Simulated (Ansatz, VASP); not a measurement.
## Al2Cu: VASP beside Ansatz

Contents of INCAR:

```
SYSTEM = Al2Cu
PREC     = Accurate       ! precision mode
ENCUT    = 520            ! plane-wave cutoff, eV
EDIFF    = 1E-6           ! SCF threshold, eV
ISMEAR   = -1             ! smearing method
SIGMA    = 0.05           ! smearing width, eV
LREAL    = .False.        ! projectors in reciprocal space
LASPH    = .True.         ! aspherical terms in the spheres
NELM     = 60             ! most SCF steps
ALGO     = Normal         ! electronic algorithm
ISIF     = 2              ! what is computed and relaxed
LWAVE    = .False.        ! write WAVECAR
LCHARG   = .False.        ! write CHGCAR
GGA      = PS             ! functional
NBANDS   = 16             ! bands
```

KPOINTS

```
Automatic mesh
0
Gamma
  9 9 9
  0 0 0
```

Contents of POSCAR:

```
Al2Cu
1.0
   -2.0570555311      2.0570555311      2.8886126973
    2.0570555311     -2.0570555311      2.8886126973
    2.0570555311      2.0570555311     -2.8886126973
Cu Al
1 2
Direct
    0.5000000000      0.5000000000      0.0000000000
    0.2500000000      0.7500000000      0.5000000000
    0.7500000000      0.2500000000      0.5000000000
```

The input input.yaml:

```yaml
crystal:
  lattice:
    - [-2.0570555311, 2.0570555311, 2.8886126973]
    - [2.0570555311, -2.0570555311, 2.8886126973]
    - [2.0570555311, 2.0570555311, -2.8886126973]
  atoms:
    - { symbol: Cu, position: [0.5, 0.5, 0.0] }
    - { symbol: Al, position: [0.25, 0.75, 0.5] }
    - { symbol: Al, position: [0.75, 0.25, 0.5] }
kpoints:
  mp_grid: { grid: [9, 9, 9] }
scf:
  occupations: { method: fermi_dirac, width: 0.05 }
hamiltonian:
  xc: pbesol
  pseudopotentials: { kind: all_electron, lapw: { basis_error: 0.001 } }
output:
  forces: true
  stress: true
  eigenvalues: true
```

Change from the starting cell: volume scaled by 1.04.

Alike in both runs: task single point; functional PBEsol; k mesh 9 × 9 × 9; occupations fermi-dirac, width 0.05 eV; no spin polarisation.

|  | VASP | Ansatz |
| --- | --- | --- |
| version | VASP 6.6.1 | Ansatz 0.2.0 |
| potentials or method | VASP PAW PBE potentials, release 64 (Cu, Al), cutoff 520 eV | all-electron LAPW, scalar-relativistic |

```csv
,VASP,Ansatz,Ansatz less VASP
gap on the k mesh at the Fermi level (eV),none,none,-
pressure (GPa),-3.7,-3.8,-0.15
"traceless stress, the component that is largest in VASP (GPa)",0.10,0.11,+0.003
```

VASP's potentials were made for PBE, not for PBEsol. A gap of «none» marks a metal or a gap that the smearing closes. Ansatz ran all-electron here, and VASP with PAW potentials.
